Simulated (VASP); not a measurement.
# Ti (Im-3m) in VASP: further runs

Ti is run at these levels: PBE; tasks: single point.

Program: VASP 6.6.1. These are calculated values, not measurements. Logs are shortened: lines on timing, memory, paths and dates and some standing lists are left out, and cuts for length are marked.

**1. The cell of the first run**

Symmetry: Im-3m, No. 229, cubic system. The conventional cell has a = 3.282 Å, b = 3.282 Å, c = 3.282 Å, α = 90.00°, β = 90.00°, γ = 90.00°. Within 3.7 Å of Ti (site symmetry m-3m) lie 14 Ti at 2.84 to 3.28 Å.

**2. Single point, PBE**

INCAR

```
SYSTEM = Ti
PREC     = Accurate       ! precision mode
ENCUT    = 520            ! plane-wave cutoff, eV
EDIFF    = 1E-6           ! SCF threshold, eV
ISMEAR   = 0              ! smearing method
SIGMA    = 0.05           ! smearing width, eV
LREAL    = .False.        ! projectors in reciprocal space
LASPH    = .True.         ! aspherical terms in the spheres
NELM     = 80             ! most SCF steps
ALGO     = Normal         ! electronic algorithm
ISIF     = 2              ! what is computed and relaxed
LWAVE    = .False.        ! write WAVECAR
LCHARG   = .True.         ! write CHGCAR
GGA      = PE             ! functional
LELF     = .True.         ! ELF
LVHAR    = .True.       
NBANDS   = 12             ! bands
```

KPOINTS

```
regular mesh
0
Gamma
  14 14 14
  0 0 0
```

POSCAR

```
Ti
1.0
   -1.6410000000      1.6410000000      1.6410000000
    1.6410000000     -1.6410000000      1.6410000000
    1.6410000000      1.6410000000     -1.6410000000
Ti
1
Direct
    0.0000000000      0.0000000000      0.0000000000
```

Potentials or basis: VASP PAW PBE potentials, release 64 (Ti_sv).

Run with:

```sh
$ cat potpaw_PBE.64/Ti_sv/POTCAR > POTCAR
$ mpirun -np 1 vasp_std > vasp.out
```

OUTCAR:

```text
SYSTEM = Ti
   PREC = Accurate
   ENCUT = 520
   EDIFF = 1E-6
   ISMEAR = 0
   LREAL = .False.
   LASPH = .True.
   NELM = 80
   ISIF = 2
   GGA = PE

 ion  position               nearest neighbor table
   1  0.000  0.000  0.000-

  LATTYP: Found a body centered cubic cell.
 ALAT       =     3.2820000000

  Lattice vectors:

 A1 = (  -1.6410000000,   1.6410000000,   1.6410000000)
 A2 = (   1.6410000000,  -1.6410000000,   1.6410000000)
 A3 = (   1.6410000000,   1.6410000000,  -1.6410000000)

Analysis of symmetry for initial positions (statically):
=====================================================================
 Subroutine PRICEL returns:
 Original cell was already a primitive cell.

 Routine SETGRP: Setting up the symmetry group for a
 body centered cubic supercell.

 Subroutine GETGRP returns: Found 48 space group operations
 (whereof 48 operations were pure point group operations)
 out of a pool of 48 trial point group operations.

The static configuration has the point symmetry O_h .

Analysis of symmetry for dynamics (positions and initial velocities):
=====================================================================
 Subroutine PRICEL returns:
 Original cell was already a primitive cell.

 Routine SETGRP: Setting up the symmetry group for a
 body centered cubic supercell.

 Subroutine GETGRP returns: Found 48 space group operations
 (whereof 48 operations were pure point group operations)
 out of a pool of 48 trial point group operations.

The dynamic configuration has the point symmetry O_h .

 Subroutine INISYM returns: Found 48 space group operations
 (whereof 48 operations are pure point group operations),
 and found     1 'primitive' translations

----------------------------------------------------------------------------------------

                                     Primitive cell

  volume of cell :      17.6761

  direct lattice vectors                    reciprocal lattice vectors
    -1.641000000  1.641000000  1.641000000     0.000000000  0.304692261  0.304692261
     1.641000000 -1.641000000  1.641000000     0.304692261  0.000000000  0.304692261
     1.641000000  1.641000000 -1.641000000     0.304692261  0.304692261  0.000000000

  length of vectors
     2.842295375  2.842295375  2.842295375     0.430899928  0.430899928  0.430899928

  position of ions in fractional coordinates (direct lattice)
     0.000000000  0.000000000  0.000000000

  ion indices of the primitive-cell ions
   primitive index   ion index
                 1           1

----------------------------------------------------------------------------------------

 KPOINTS: regular mesh

Automatic generation of k-mesh.
 Grid dimensions read from file:
 generate k-points for:   14   14   14

 Generating k-lattice:

  Cartesian coordinates                     Fractional coordinates (reciprocal lattice)
     0.000000000  0.021763733  0.021763733     0.071428571  0.000000000  0.000000000
     0.021763733  0.000000000  0.021763733     0.000000000  0.071428571  0.000000000
     0.021763733  0.021763733  0.000000000     0.000000000  0.000000000  0.071428571

  Length of vectors
     0.030778566  0.030778566  0.030778566

  Shift w.r.t. Gamma in fractional coordinates (k-lattice)
     0.000000000  0.000000000  0.000000000

 Subroutine IBZKPT returns following result:
 ===========================================

 Found    104 irreducible k-points:

 Following reciprocal coordinates:
            Coordinates               Weight
  0.000000  0.000000  0.000000      1.000000
  0.071429  0.000000  0.000000     12.000000
  0.142857  0.000000  0.000000     12.000000
  0.214286  0.000000  0.000000     12.000000
  0.285714  0.000000  0.000000     12.000000
  0.357143  0.000000  0.000000     12.000000
[... 16 lines left out ...]
  0.285714  0.285714  0.000000     24.000000
  0.357143  0.285714  0.000000     24.000000
 [... further k-points ...]
   k-points           NKPTS =    104   k-points in BZ     NKDIM =    104   number of bands    NBANDS=     12
   number of dos      NEDOS =    301   number of ions     NIONS =      1
   total plane-waves  NPLWV =  13824
   dimension x,y,z NGX =    24 NGY =   24 NGZ =   24
   dimension x,y,z NGXF=    48 NGYF=   48 NGZF=   48
   ions per type =               1
   NGX,Y,Z   is equivalent  to a cutoff of  14.04, 14.04, 14.04 a.u.
   NGXF,Y,Z  is equivalent  to a cutoff of  28.08, 28.08, 28.08 a.u.
 SYSTEM =  Ti
   PREC   = accura    normal or accurate (medium, high low for compatibility)
   ISTART =      0    job   : 0-new  1-cont  2-samecut
   ICHARG =      2    charge: 1-file 2-atom 10-const
   ISPIN  =      1    spin polarized calculation?
   LNONCOLLINEAR =      F non collinear calculations
   LSORBIT =      F    spin-orbit coupling
   LASPH  =      T    aspherical Exc in radial PAW
   ENCUT  =  520.0 eV  38.22 Ry    6.18 a.u.   5.28  5.28  5.28*2*pi/ulx,y,z
   NELM   =     80;   NELMIN=  2; NELMDL= -5     # of ELM steps
   EDIFF  = 0.1E-05   stopping-criterion for ELM
   LREAL  =      F    real-space projection
   EDIFFG = 0.1E-04   stopping-criterion for IOM
   NSW    =      0    number of steps for IOM
   IBRION =     -1    ionic relax: 0-MD 1-quasi-New 2-CG
   NFREE  =      0    steps in history (QN), initial steepest desc. (CG)
   ISIF   =      2    stress and relaxation
   ISYM   =      2    0-nonsym 1-usesym 2-fastsym
   POTIM  = 0.5000    time-step for ionic-motion
   TEBEG  =    0.0;   TEEND  =   0.0 temperature during run
   PSTRESS=    0.0 pullay stress
   NELECT =      12.0000    total number of electrons
   NUPDOWN=      -1.0000    fix difference up-down
   EMIN   =  10.00;   EMAX   =-10.00  energy-range for DOS
   EFERMI =   0.00;   METHOD = LEGACY
   ISMEAR =     0;   SIGMA  =   0.05  broadening in eV -4-tet -1-fermi 0-gaus
   EFERMI_NEDOS =   21; number of points for ismear=-14 and -15
   IALGO  =     38    algorithm
   IMIX   =      4    mixing-type and parameters
     AMIX     =   0.40;   BMIX     =  1.00
     AMIX_MAG =   1.60;   BMIX_MAG =  1.00
  volume/ion in A,a.u.               =      17.68       119.28
  Fermi-wavevector in a.u.,A,eV,Ry     =   1.438821  2.718977 28.166848  2.070205
  Thomas-Fermi vector in A             =   2.557745
   LORBIT       =      0    0 simple, 1 ext, 2 COOP (PROOUT), +10 PAW based schemes
   GGA     = PE    functional components
   LHFCALC =     F    Hartree Fock is set to
   AEXX    =    0.0000 exact exchange contribution
   IVDW    =     0    specifies the selected vdW correction
   LEPSILON=     F    determine dielectric tensor
   LRPA    =     F    only Hartree local field effects (RPA)
 non-spin polarized calculation
 Gauss-broadening in eV      SIGMA  =   0.05
  energy-cutoff  :      520.00
  volume of cell :       17.68
 maximum number of plane-waves:       490
 NGX is ok and might be reduce to    24
   NGX = 11   NGY = 11   NGZ = 11

 number of electron      12.0000001 magnetization

 Free energy of the ion-electron system (eV)
  ---------------------------------------------------
  ext. energy  EPLUGINS =         0.00000000
  ---------------------------------------------------
  free energy    TOTEN  =        -7.72049352 eV

  energy without entropy =       -7.71637317  energy(sigma->0) =       -7.71843335

 E-fermi :   7.8891     XC(G=0): -11.4122

 val. band max:        7.8816257568   @ k =   0.3571   0.2143   0.0000
 cond. band min:       7.8926981032   @ k =  -0.2857   0.2857   0.2143
 fundamental gap:      0.0110723465
 Fermi energy:         7.8891480009

 k-point     1 :       0.0000    0.0000    0.0000
  band No.  band energies     occupation
      1     -48.6667      2.00000
      2     -24.5428      2.00000
      3     -24.5428      2.00000
      4     -24.5428      2.00000
      5       1.9903      2.00000
      6       8.8741      0.00000
      7       8.8741      0.00000
      8       8.8741      0.00000
      9      10.5922      0.00000
     10      10.5922      0.00000
     11      25.1917      0.00000
     12      25.1917      0.00000

 k-point     2 :       0.0714    0.0000    0.0000
  band No.  band energies     occupation
      1     -48.6607      2.00000
      2     -24.5755      2.00000
      3     -24.5529      2.00000
      4     -24.5430      2.00000
      5       2.1620      2.00000
      6       8.7968      0.00000
      7       8.8518      0.00000
      8       8.9976      0.00000
      9      10.5037      0.00000
     10      10.5969      0.00000
     11      24.9028      0.00000
     12      25.1644      0.00000

 k-point     3 :       0.1429    0.0000    0.0000
  band No.  band energies     occupation
      1     -48.6439      2.00000
      2     -24.6662      2.00000
      3     -24.5811      2.00000
      4     -24.5435      2.00000
      5       2.6574      2.00000
      6       8.5873      0.00000
      7       8.7414      0.00000
      8       9.3566      0.00000
      9      10.3385      0.00000
     10      10.6160      0.00000
     11      23.9795      0.00000
     12      24.8645      0.00000
[... 286 lines left out ...]
 k-point    23 :       0.2857    0.2857    0.0000
  band No.  band energies     occupation
      1     -48.5340      2.00000
      2     -25.0496      2.00000
      3     -24.8788      2.00000
      4     -24.6166      2.00000
      5       6.6492      2.00000
      6       7.2677      2.00000
      7       7.7354      1.99999
      8      10.5759      0.00000
      9      10.9625      0.00000
     10      13.9744      0.00000
     11      17.2839      0.00000
     12      17.4994      0.00000

 k-point    24 :       0.3571    0.2857    0.0000
  band No.  band energies     occupation
      1     -48.5302      2.00000
      2     -25.0247      2.00000
      3     -24.9263      2.00000
      4     -24.6199      2.00000
      5       6.8235      2.00000
      6       7.3742      2.00000
      7       7.5437      2.00000
      8      10.6919      0.00000
      9      10.9180      0.00000
     10      14.8861      0.00000
     11      16.1903      0.00000
     12      17.2312      0.00000

 [... further k-points ...]
[... 5 lines left out ...]
  --------------------------------------------------------------------------------------
  -------------------------------------------------------------------------------------
  Total       -0.2958229     -0.2958229     -0.2958229      0.0000000     -0.0000000      0.0000000
  in kB      -26.8136906    -26.8136906    -26.8136906      0.0000000     -0.0000000      0.0000000
  external PRESSURE =     -26.8136906 kB  Pullay stress =       0.0000000 kB

 VOLUME and BASIS-vectors are now :
 -----------------------------------------------------------------------------
  energy-cutoff  :      520.00
  volume of cell :       17.68
      direct lattice vectors                 reciprocal lattice vectors
    -1.641000000  1.641000000  1.641000000     0.000000000  0.304692261  0.304692261
     1.641000000 -1.641000000  1.641000000     0.304692261  0.000000000  0.304692261
     1.641000000  1.641000000 -1.641000000     0.304692261  0.304692261  0.000000000

 POSITION                                       TOTAL-FORCE (eV/Angst)
 -----------------------------------------------------------------------------------
      0.00000      0.00000      0.00000         0.000000      0.000000      0.000000
 -----------------------------------------------------------------------------------
    total drift:                                0.000000      0.000000      0.000000

  FREE ENERGIE OF THE ION-ELECTRON SYSTEM (eV)
  ---------------------------------------------------
  free  energy   TOTEN  =        -7.7204935244 eV

  energy  without entropy=       -7.7163731743  energy(sigma->0) =       -7.71843335
```

Wall time 17 s (1 thread of Intel Xeon Platinum 8259CL at 2.50GHz (Skylake/Cascade Lake), shared host); peak memory 0.15 GiB.

What came out:

```yaml
Free_energy: -7.7205 eV
Pressure: -2.7 GPa
Band_gap_on_the_k_mesh: zero (band 6 reaches 8.87 eV, above the bottom of band 7 at 7.25 eV)
```

**3. Single point, PBE**

This run uses another cell than the first one, of 19.80 Å³/atom, 1.120 times its volume.

INCAR

```
  PREC = Accurate
  ENCUT = 520
  EDIFF = 1E-7
  ISMEAR = 0
  SIGMA = 0.05
  LREAL = False
  LASPH = True
  NELM = 60
  ALGO = Normal
  ISIF = 2
  LWAVE = False
  LCHARG = False
  GGA = PE
  NBANDS = 12
```

KPOINTS

```
regular mesh
0
Gamma
  14 14 14
```

POSCAR

```
Ti
1.0
   -1.7041765642      1.7041765642      1.7041765642
    1.7041765642     -1.7041765642      1.7041765642
    1.7041765642      1.7041765642     -1.7041765642
Ti
1
Direct
    0.0000000000      0.0000000000      0.0000000000
```

Potentials or basis: VASP PAW PBE potentials, release 64 (Ti_sv).

Run with:

```sh
$ cat potpaw_PBE.64/Ti_sv/POTCAR > POTCAR
$ mpirun -np 1 vasp_std > vasp.out
```

Wall time 17 s (1 thread of Intel Xeon Platinum 8259CL at 2.50GHz (Skylake/Cascade Lake), shared host); peak memory 0.15 GiB.

Results (log left out):

```yaml
Free_energy: -7.6214 eV
Pressure: -11.7 GPa
Band_gap_on_the_k_mesh: zero (band 6 reaches 7.66 eV, above the bottom of band 7 at 6.22 eV)
```

Levels at points of the mesh, in eV from the Fermi level:
```
           k point  band 3  band 4  band 5  band 6  band 7  band 8  band 9  band 10
(0.00, 0.00, 0.00)  -32.78  -32.78   -5.65    0.86    0.86    0.86    2.35     2.35
(0.50, 0.00, 0.00)  -32.92  -32.78   -2.16   -0.29    0.81    2.32    2.61     3.59
(0.50, 0.50, 0.50)  -33.09  -33.09   -1.71   -1.71    3.30    3.30    3.30     7.39
```
